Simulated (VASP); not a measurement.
# TiAl2 (Cmmm) in VASP: further runs

The runs below take TiAl2 through single point, with r2SCAN.

Program: VASP 6.6.1. These are calculated values, not measurements. Logs are shortened: lines on timing, memory, paths and dates and some standing lists are left out, and cuts for length are marked.

### Step 1. The cell of the first run

The structure is orthorhombic, space group Cmmm (No. 65). The conventional cell has a = 3.833 Å, b = 11.831 Å, c = 3.910 Å, α = 90.00°, β = 90.00°, γ = 90.00°. Ti (site symmetry m2m) has 10 Al at 2.67 to 2.82 Å and 2 Ti at 2.92 Å within 3.5 Å. Within 3.5 Å of Al (site symmetry mmm) lie 4 Ti at 2.67 Å and 8 Al at 2.74 to 2.82 Å. Within 3.5 Å of Al (site symmetry m2m) lie 6 Al at 2.66 to 2.82 Å and 6 Ti at 2.74 to 2.82 Å. Within 3.6 Å of Al (site symmetry mmm) lie 4 Ti at 2.70 Å and 8 Al at 2.74 to 2.79 Å.

### Step 2. Single point, r2SCAN

The input, POSCAR:

```
TiAl2
1.0
    1.9164906500     -5.9153196700      0.0000000000
    1.9164906500      5.9153196700      0.0000000000
    0.0000000000      0.0000000000      3.9103268200
Ti Al
2 4
Direct
    0.6568526635      0.3431473365      0.0000000000
    0.3431473365      0.6568526635      0.0000000000
    0.0000000000      0.0000000000      0.0000000000
    0.8282611752      0.1717388248      0.5000000000
    0.1717388248      0.8282611752      0.5000000000
    0.5000000000      0.5000000000      0.5000000000
```

The input, INCAR.step1:

```
SYSTEM = TiAl2
PREC = Accurate
ENCUT = 520
ISMEAR = -1
SIGMA = 0.1
LREAL = .False.
LASPH = .True.
NELM = 80
NBANDS = 27
GGA = PE
ALGO = Normal
EDIFF = 1E-4
LWAVE = .True.
LCHARG = .False.
```

The input, INCAR.step2:

```
SYSTEM = TiAl2
PREC = Accurate
ENCUT = 520
EDIFF = 1E-6
ISMEAR = -1
SIGMA = 0.1
LREAL = .False.
LASPH = .True.
NELM = 80
ALGO = Normal
ISIF = 2
LWAVE = .False.
LCHARG = .True.
METAGGA = R2SCAN
LMIXTAU = .True.
LELF = .True.
LVHAR = .True.
NBANDS = 27
ISTART = 1
```

The input, KPOINTS:

```
regular mesh
0
Gamma
  8 8 8
  0 0 0
```

Potentials or basis: VASP PAW PBE potentials, release 64 (Ti_sv, Al).

On the command line:

```sh
> cat potpaw_PBE.64/Ti_sv/POTCAR potpaw_PBE.64/Al/POTCAR > POTCAR
> cp INCAR.step1 INCAR
> mpirun -np 1 vasp_std > vasp.out
> cp INCAR.step2 INCAR
> mpirun -np 1 vasp_std > vasp.out
```

OUTCAR:

```text
SYSTEM = TiAl2
   PREC = Accurate
   ENCUT = 520
   EDIFF = 1E-6
   ISMEAR = -1
   LREAL = .False.
   LASPH = .True.
   NELM = 80
   ISIF = 2
   METAGGA = R2SCAN
   ISTART = 1

 ion  position               nearest neighbor table
   1  0.657  0.343  0.000-   3 2.67   3 2.67   6 2.70   6 2.70   5 2.74   5 2.74   5 2.74   5 2.74
                             4 2.82   4 2.82   2 2.92   2 2.92
   2  0.343  0.657  0.000-   3 2.67   3 2.67   6 2.70   6 2.70   4 2.74   4 2.74   4 2.74   4 2.74
                             5 2.82   5 2.82   1 2.92   1 2.92
   3  0.000  0.000  0.000-   1 2.67   2 2.67   1 2.67   2 2.67   6 2.74   6 2.74   6 2.74   6 2.74
                             4 2.82   4 2.82   5 2.82   5 2.82
   4  0.828  0.172  0.500-   5 2.66   5 2.66   2 2.74   2 2.74   2 2.74   2 2.74   6 2.79   6 2.79
                             1 2.82   1 2.82   3 2.82   3 2.82
   5  0.172  0.828  0.500-   4 2.66   4 2.66   1 2.74   1 2.74   1 2.74   1 2.74   6 2.79   6 2.79
                             2 2.82   2 2.82   3 2.82   3 2.82
   6  0.500  0.500  0.500-   1 2.70   2 2.70   1 2.70   2 2.70   3 2.74   3 2.74   3 2.74   3 2.74
                             5 2.79   4 2.79   5 2.79   4 2.79

  LATTYP: Found a base centered orthorhombic cell.
 ALAT       =     3.8329813000
 B/A-ratio  =     3.0865371923
 C/A-ratio  =     1.0201789453

  Lattice vectors:

 A1 = (   1.9164906500,  -5.9153196700,   0.0000000000)
 A2 = (   1.9164906500,   5.9153196700,   0.0000000000)
 A3 = (   0.0000000000,   0.0000000000,   3.9103268200)

Analysis of symmetry for initial positions (statically):
=====================================================================
 Subroutine PRICEL returns:
 Original cell was already a primitive cell.

 Routine SETGRP: Setting up the symmetry group for a
 base centered orthorhombic supercell.

 Subroutine GETGRP returns: Found  8 space group operations
 (whereof  8 operations were pure point group operations)
 out of a pool of  8 trial point group operations.

The static configuration has the point symmetry D_2h.

Analysis of symmetry for dynamics (positions and initial velocities):
=====================================================================
 Subroutine PRICEL returns:
 Original cell was already a primitive cell.

 Routine SETGRP: Setting up the symmetry group for a
 base centered orthorhombic supercell.

 Subroutine GETGRP returns: Found  8 space group operations
 (whereof  8 operations were pure point group operations)
 out of a pool of  8 trial point group operations.

The dynamic configuration has the point symmetry D_2h.

 Subroutine INISYM returns: Found  8 space group operations
 (whereof  8 operations are pure point group operations),
 and found     1 'primitive' translations
[... 103 lines left out ...]
   EDIFF  = 0.1E-05   stopping-criterion for ELM
   LREAL  =      F    real-space projection
   EDIFFG = 0.1E-04   stopping-criterion for IOM
   NSW    =      0    number of steps for IOM
   IBRION =     -1    ionic relax: 0-MD 1-quasi-New 2-CG
   NFREE  =      0    steps in history (QN), initial steepest desc. (CG)
   ISIF   =      2    stress and relaxation
   ISYM   =      2    0-nonsym 1-usesym 2-fastsym
   POTIM  = 0.5000    time-step for ionic-motion
   TEBEG  =    0.0;   TEEND  =   0.0 temperature during run
   PSTRESS=    0.0 pullay stress
   NELECT =      36.0000    total number of electrons
   NUPDOWN=      -1.0000    fix difference up-down
   EMIN   =  10.00;   EMAX   =-10.00  energy-range for DOS
   EFERMI =   0.00;   METHOD = LEGACY
   ISMEAR =    -1;   SIGMA  =   0.10  broadening in eV -4-tet -1-fermi 0-gaus
   EFERMI_NEDOS =   21; number of points for ismear=-14 and -15
   IALGO  =     38    algorithm
   IMIX   =      4    mixing-type and parameters
     AMIX     =   0.40;   BMIX     =  1.00
     AMIX_MAG =   1.60;   BMIX_MAG =  1.00
  volume/ion in A,a.u.               =      14.78        99.72
  Fermi-wavevector in a.u.,A,eV,Ry     =   1.212271  2.290860 19.995131  1.469601
  Thomas-Fermi vector in A             =   2.347760
   LORBIT       =      0    0 simple, 1 ext, 2 COOP (PROOUT), +10 PAW based schemes
   METAGGA = R2SCAN    functional components
   LHFCALC =     F    Hartree Fock is set to
   AEXX    =    0.0000 exact exchange contribution
   IVDW    =     0    specifies the selected vdW correction
   LEPSILON=     F    determine dielectric tensor
   LRPA    =     F    only Hartree local field effects (RPA)
 non-spin polarized calculation
  energy-cutoff  :      520.00
  volume of cell :       88.66
 maximum number of plane-waves:      2409
 NGX is ok and might be reduce to    48
   NGX = 23   NGY = 23   NGZ = 15

 number of electron      35.9999998 magnetization

 Free energy of the ion-electron system (eV)
  ---------------------------------------------------
  ext. energy  EPLUGINS =         0.00000000
  ---------------------------------------------------
  free energy    TOTEN  =       -55.59581645 eV

  energy without entropy =      -55.52146624  energy(sigma->0) =      -55.55864134

 E-fermi :   9.3386     XC(G=0): -11.9525

 val. band max:        9.3377544942   @ k =   0.0000   0.0000   0.3750
 cond. band min:       9.3428754906   @ k =   0.3750   0.3750   0.0000
 fundamental gap:      0.0051209965
 Fermi energy:         9.3386283457

 k-point     1 :       0.0000    0.0000    0.0000
  band No.  band energies     occupation
      1     -49.5674      2.00000
      2     -49.5246      2.00000
      3     -24.9173      2.00000
      4     -24.8802      2.00000
      5     -24.8711      2.00000
      6     -24.8429      2.00000
[... 709 lines left out ...]
     26      14.0003      0.00000
     27      14.2171      0.00000

 [... further k-points ...]
[... 5 lines left out ...]
  --------------------------------------------------------------------------------------
  -------------------------------------------------------------------------------------
  Total        4.5738761      4.5747347      4.3792968      0.0000000      0.0000000      0.0000000
  in kB       82.6545954     82.6701103     79.1383495      0.0000000      0.0000000      0.0000000
  external PRESSURE =      81.4876851 kB  Pullay stress =       0.0000000 kB

 VOLUME and BASIS-vectors are now :
 -----------------------------------------------------------------------------
  energy-cutoff  :      520.00
  volume of cell :       88.66
      direct lattice vectors                 reciprocal lattice vectors
     1.916490650 -5.915319670  0.000000000     0.260893524 -0.084526286  0.000000000
     1.916490650  5.915319670  0.000000000     0.260893524  0.084526286  0.000000000
     0.000000000  0.000000000  3.910326820     0.000000000  0.000000000  0.255733100

 POSITION                                       TOTAL-FORCE (eV/Angst)
 -----------------------------------------------------------------------------------
      1.91649     -1.85567      0.00000        -0.000000     -0.002464      0.000000
      1.91649      1.85567      0.00000        -0.000000      0.002464      0.000000
      0.00000      0.00000      0.00000        -0.000000     -0.000000      0.000000
      1.91649     -3.88354      1.95516        -0.000000     -0.003948      0.000000
      1.91649      3.88354      1.95516        -0.000000      0.003948     -0.000000
      1.91649      0.00000      1.95516         0.000000     -0.000000      0.000000
 -----------------------------------------------------------------------------------
    total drift:                                0.000000      0.000000     -0.000000

  FREE ENERGIE OF THE ION-ELECTRON SYSTEM (eV)
  ---------------------------------------------------
  free  energy   TOTEN  =       -55.5958164474 eV

  energy  without entropy=      -55.5214662373  energy(sigma->0) =      -55.55864134
```

OUTCAR.step1:

```text
SYSTEM = TiAl2
   PREC = Accurate
   ENCUT = 520
   ISMEAR = -1
   LREAL = .False.
   LASPH = .True.
[... 964 lines left out ...]
      1.91649     -3.88354      1.95516         0.000000      0.014828      0.000000
      1.91649      3.88354      1.95516         0.000000     -0.014828     -0.000000
      1.91649      0.00000      1.95516        -0.000000     -0.000000      0.000000
 -----------------------------------------------------------------------------------
    total drift:                               -0.000000      0.000000     -0.000000

  FREE ENERGIE OF THE ION-ELECTRON SYSTEM (eV)
  ---------------------------------------------------
  free  energy   TOTEN  =       -33.0605195877 eV

  energy  without entropy=      -32.9779971447  energy(sigma->0) =      -33.01925837
```

Run time: 19 min. Hardware: 1 thread of Oxide Virtual Turin-like, shared host; peak memory 0.38 GiB.

Results:

```
Free energy            : -55.5958 eV
Pressure               : 8.1 GPa
Largest force          : 0.004 eV/Å
Band gap on the k mesh : zero (bands 18 and 19 overlap by 1.94 eV)
```

Forces in eV/Å, atoms in the order of the input:
```
Ti   0.000 -0.002  0.000
Ti   0.000  0.002  0.000
Al   0.000  0.000  0.000
Al   0.000 -0.004  0.000
Al   0.000  0.004  0.000
Al   0.000  0.000  0.000
```

Levels at points of the mesh, in eV from the Fermi level:
| k point | band 16 | band 17 | band 18 | band 19 | band 20 | band 21 |
| --- | --- | --- | --- | --- | --- | --- |
| (0.00, 0.00, 0.00) | -0.82 | -0.67 | -0.55 | 0.39 | 0.58 | 0.87 |
| (0.50, 0.00, 0.00) | -1.47 | -1.12 | -0.35 | 0.92 | 1.25 | 1.51 |
| (0.50, 0.50, 0.00) | -1.45 | -0.80 | -0.64 | 0.22 | 1.26 | 1.28 |
| (0.00, 0.00, 0.50) | -0.99 | -0.28 | -0.01 | 0.80 | 1.27 | 1.34 |
| (0.50, 0.00, 0.50) | -1.96 | -1.74 | -1.29 | -0.69 | 1.52 | 1.54 |
| (0.50, 0.50, 0.50) | -1.02 | 0.07 | 1.08 | 1.18 | 1.59 | 1.75 |

Caveat: the cell stands under pressure; the PAW data sets were made with another functional, which shifts forces and pressure a little.

### Step 3. Single point, r2SCAN

This run uses another cell than the first one, of 15.09 Å³/atom.

The input, POSCAR:

```
TiAl2
1.0
    1.9299875100     -5.9569782200      0.0000000000
    1.9299875100      5.9569782200      0.0000000000
    0.0000000000      0.0000000000      3.9378652400
Ti Al
2 4
Direct
    0.6567323189      0.3432676811      0.0000000000
    0.3432676811      0.6567323189      0.0000000000
    0.0000000000      0.0000000000      0.0000000000
    0.8280269313      0.1719730687      0.5000000000
    0.1719730687      0.8280269313      0.5000000000
    0.5000000000      0.5000000000      0.5000000000
```

The input, INCAR.step1:

```
SYSTEM = TiAl2
ALGO     = Normal         ! electronic algorithm
EDIFF    = 1E-4           ! SCF threshold, eV
ENCUT    = 520            ! plane-wave cutoff, eV
GGA      = PE             ! functional
ISMEAR   = -1             ! smearing method
LASPH    = .True.         ! aspherical terms in the spheres
LCHARG   = .False.        ! write CHGCAR
LREAL    = .False.        ! projectors in reciprocal space
LWAVE    = .True.         ! write WAVECAR
NBANDS   = 27             ! bands
NELM     = 100            ! most SCF steps
PREC     = Accurate       ! precision mode
SIGMA    = 0.1            ! smearing width, eV
```

The input, INCAR.step2:

```
SYSTEM = TiAl2
ALGO     = Normal         ! electronic algorithm
EDIFF    = 1E-7           ! SCF threshold, eV
ENCUT    = 520            ! plane-wave cutoff, eV
ISIF     = 2              ! what is computed and relaxed
ISMEAR   = -1             ! smearing method
ISTART   = 1            
LASPH    = .True.         ! aspherical terms in the spheres
LCHARG   = .False.        ! write CHGCAR
LMIXTAU  = .True.       
LREAL    = .False.        ! projectors in reciprocal space
LWAVE    = .False.        ! write WAVECAR
METAGGA  = R2SCAN         ! meta-GGA
NBANDS   = 27             ! bands
NELM     = 100            ! most SCF steps
PREC     = Accurate       ! precision mode
SIGMA    = 0.1            ! smearing width, eV
```

The input, KPOINTS:

```
k-points
0
Gamma
  8 8 8
  0 0 0
```

Potentials or basis: VASP PAW PBE potentials, release 64 (Ti_sv, Al).

On the command line:

```sh
> cat potpaw_PBE.64/Ti_sv/POTCAR potpaw_PBE.64/Al/POTCAR > POTCAR
> cp INCAR.step1 INCAR
> mpirun -np 1 vasp_std > vasp.out
> cp INCAR.step2 INCAR
> mpirun -np 1 vasp_std > vasp.out
```

Run time: 30 min. Hardware: 1 thread of Oxide Virtual Turin-like, shared host; peak memory 0.38 GiB.

It converged, with:

- Free energy: -55.6746 eV
- Pressure: 5.2 GPa
- Largest force: 0.004 eV/Å
- Band gap on the k mesh: zero (bands 18 and 19 overlap by 1.90 eV)

Forces in eV/Å, atoms in the order of the input:
```
Ti   0.000 -0.001  0.000
Ti   0.000  0.001  0.000
Al   0.000  0.000  0.000
Al   0.000 -0.004  0.000
Al   0.000  0.004  0.000
Al   0.000  0.000  0.000
```

Stress tensor (GPa, compression positive):
```
5.26 0.00 0.00
0.00 5.23 0.00
0.00 0.00 4.98
```

Levels at points of the mesh, in eV from the Fermi level:
```tsv
k point	band 15	band 16	band 17	band 18	band 19	band 20	band 21	band 22
(0.00, 0.00, 0.00)	-1.85	-0.83	-0.66	-0.53	0.39	0.57	0.84	1.10
(0.50, 0.00, 0.00)	-1.88	-1.44	-1.10	-0.35	0.90	1.24	1.47	1.79
(0.50, 0.50, 0.00)	-2.01	-1.43	-0.80	-0.65	0.23	1.24	1.25	1.32
(0.00, 0.00, 0.50)	-1.73	-0.97	-0.29	-0.01	0.77	1.24	1.31	1.42
(0.50, 0.00, 0.50)	-2.80	-1.95	-1.71	-1.27	-0.69	1.49	1.50	1.54
(0.50, 0.50, 0.50)	-2.21	-1.00	0.07	1.03	1.14	1.54	1.75	1.76
```

Caveat: the cell stands under pressure; the PAW data sets were made with another functional, which shifts forces and pressure a little.
